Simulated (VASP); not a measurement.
Here is a VASP 6.6.1 calculation.

INCAR

```
PREC = Accurate
ENCUT = 600
EDIFF = 1E-6
ISMEAR = -5
SIGMA = 0.05
LREAL = F
LASPH = T
NELM = 120
ALGO = Normal
ISIF = 2
LWAVE = F
LCHARG = F
GGA = LIBXC
LIBXC1 = GGA_X_PBE_SOL
LIBXC2 = GGA_C_PBE
NBANDS = 7
GGA_COMPAT = F
```

The input KPOINTS:

```
Automatic mesh
0
Gamma
  11 11 11
```

POSCAR

```
Mg
1.0
   -1.8601521853      1.8601521853      1.7015039757
    1.8601521853     -1.8601521853      1.7015039757
    1.8601521853      1.8601521853     -1.7015039757
Mg
1
Direct
    0.0000000000      0.0000000000      0.0000000000
```

Potentials or basis: VASP PAW PBE potentials, release 64 (Mg).

The run is started by

```console
$ cat potpaw_PBE.64/Mg/POTCAR > POTCAR
$ mpirun -np 1 vasp_std > vasp.out
```

**Question.** Estimate the pressure.

**Answer.** -1.8 GPa.

**Question.** What does it give for the band gap on the k mesh?

**Answer.** Zero (bands 1 and 2 overlap by 4.25 eV).

Stress tensor (GPa, compression positive):
```
-1.86  0.00  0.00
 0.00 -1.86  0.00
 0.00  0.00 -1.67
```

Caveat: the PAW data sets were made with another functional, which shifts forces and pressure a little; tetrahedron occupations give inexact forces and stress in metals.
